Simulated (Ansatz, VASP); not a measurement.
## MnSb in VASP and in Ansatz

INCAR

```
ALGO     = Normal         # electronic algorithm
EDIFF    = 1E-7           # SCF threshold, eV
ENCUT    = 520            # plane-wave cutoff, eV
GGA      = PE             # functional
ISIF     = 2              # what is computed and relaxed
ISMEAR   = -1             # smearing method
ISPIN    = 2              # spin polarisation
LASPH    = T              # aspherical terms in the spheres
LCHARG   = F              # write CHGCAR
LMAXMIX  = 4              # l up to which the mixer works
LORBIT   = 11             # projections on sites
LREAL    = F              # projectors in reciprocal space
LWAVE    = F              # write WAVECAR
MAGMOM   = 0 0 4.5 4.5    # initial moments
NBANDS   = 30             # bands
NELM     = 150            # most SCF steps
PREC     = Accurate       # precision mode
SIGMA    = 0.1            # smearing width, eV
```

The input KPOINTS:

```
k-points
0
Gamma
  7 7 4
```

File POSCAR:

```
MnSb
1.0
    4.1577445700      0.0000000000      0.0000000000
   -2.0788722900      3.6007148200      0.0000000000
    0.0000000000      0.0000000000      5.7660325800
Sb Mn
2 2
Direct
    0.3333000000      0.6667000000      0.2500000000
    0.6666000000      0.3333000000      0.7500000000
    0.0000000000      0.0000000000      0.0000000000
    0.0000000000      0.0000000000      0.5000000000
```

Input for Ansatz:

```yaml
crystal:
  lattice:
    - [4.15774457, 0.0, 0.0]
    - [-2.07887229, 3.60071482, 0.0]
    - [0.0, 0.0, 5.76603258]
  atoms:
    - { symbol: Sb, position: [0.3333, 0.6667, 0.25] }
    - { symbol: Sb, position: [0.6666, 0.3333, 0.75] }
    - { symbol: Mn, position: [0.0, 0.0, 0.0], spin: 4.5 }
    - { symbol: Mn, position: [0.0, 0.0, 0.5], spin: 4.5 }
kpoints:
  mp_grid: { grid: [7, 7, 4], shift: [0, 0, 0] }
  band_path:
    path:
      - [0.0, 0.0, 0.0]
      - [0.49999988, 1.7e-07, 0.0]
      - [0.33333325, 0.33333358, 0.0]
      - [0.0, 0.0, 0.0]
      - [0.0, 0.0, 0.5]
      - [0.49999988, 1.7e-07, 0.5]
      - [0.33333325, 0.33333358, 0.5]
      - [0.0, 0.0, 0.5]
      - [0.49999988, 1.7e-07, 0.5]
      - [0.49999988, 1.7e-07, 0.0]
      - [0.33333325, 0.33333358, 0.5]
    npoints: 6
magnetization:
  spin_polarized: true
scf:
  occupations: { method: fermi_dirac }
  lower_state_search: "off"
  max_iter: 200
hamiltonian:
  pseudopotentials: { kind: paw }
  xc: pbe
basis:
  ecutwfc: 420
  fft_grid_basis: typed
output:
  forces: true
  stress: true
  eigenvalues: true
  bader: true
  populations: true
  elf: true
  write_potential: true
  volumetric_format: npy
  dos:
    e_range: [-12, 8]
    de: 0.05
    projected: { site_lists: { Mn: [Mn], Sb: [Sb] } }
checkpoint:
  read: saved_state
```

Alike in both runs: task single point; functional PBE; k mesh 7 × 7 × 4; collinear spin.

|  | VASP | Ansatz |
| --- | --- | --- |
| version | VASP 6.6.1 | Ansatz 0.2.0 |
| potentials or method | VASP PAW PBE potentials, release 64 (Sb, Mn_pv), cutoff 520 eV | PAW plane waves |
| occupations | fermi-dirac, width 0.1 eV | fermi-dirac |
| valence electrons in the cell | 36 | 60 |

Ansatz gave:

```
pressure (GPa)                                                : -3.4
traceless stress, the component that is largest in VASP (GPa) : -0.53
net moment per atom (μB)                                      : 1.67
size of the moment on the site where the two differ most (μB) : 3.42
```

Estimate VASP's values.

pressure (GPa): -3.4; traceless stress, the component that is largest in VASP (GPa): -0.52; net moment per atom (μB): 1.67; size of the moment on the site where the two differ most (μB): 3.38.

Site moments also hang on the region over which each program counts them. VASP's potentials hold 36 valence electrons a cell and Ansatz's 60, so a difference there can come from the potentials and not from the codes. Ansatz's warnings: stability check not made.

Neither program's run includes spin-orbit coupling.
